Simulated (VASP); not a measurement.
C:

```
C
1.0
     0.00000    1.78350    1.78350
     1.78350    0.00000    1.78350
     1.78350    1.78350    0.00000
C
2
Cartesian
  0.0000 0.0000 0.0000
  0.8918 0.8918 0.8918
```

* Program: VASP 6.6.1
* Task: relaxation of cell and atoms
* Functional: LDA
* Potentials or basis: VASP PAW LDA potentials, release 64 (C)
* Cutoff: 600 eV
* k mesh: 10 × 10 × 10
* Occupations: gaussian, width 0.01 eV
* Spin: no spin polarisation

At the start: pressure -12.5 GPa; volume 5.67 Å³/atom.

Problem. How do energy, volume and symmetry change on relaxing?

Solution. Over 6 steps the energy falls by 6.3 meV/atom and the volume is 5.52 Å³/atom (-2.8 %); space group Fd-3m (No. 227, to 0.1 Å) before and after.

Step by step:
| step | energy change (eV) | largest force (eV/Å) | pressure (GPa) | volume (Å³) |
| --- | --- | --- | --- | --- |
| 1 | 0.0000 | 0.0000 | -12.46 | 11.35 |
| 2 | 0.0091 | 0.0000 | 18.10 | 10.64 |
| 3 | -0.0125 | 0.0000 | -0.11 | 11.03 |
| 4 | -0.0125 | 0.0000 | 0.15 | 11.03 |
| 5 | -0.0125 | 0.0000 | -0.16 | 11.03 |
| 6 | -0.0125 | 0.0000 | 0.00 | 11.03 |

Final structure:
```
C
1.0
     0.00000    1.76682    1.76682
     1.76682    0.00000    1.76682
     1.76682    1.76682    0.00000
C
2
Direct
  0.00000 0.00000 0.00000
  0.25000 0.25000 0.25000
```
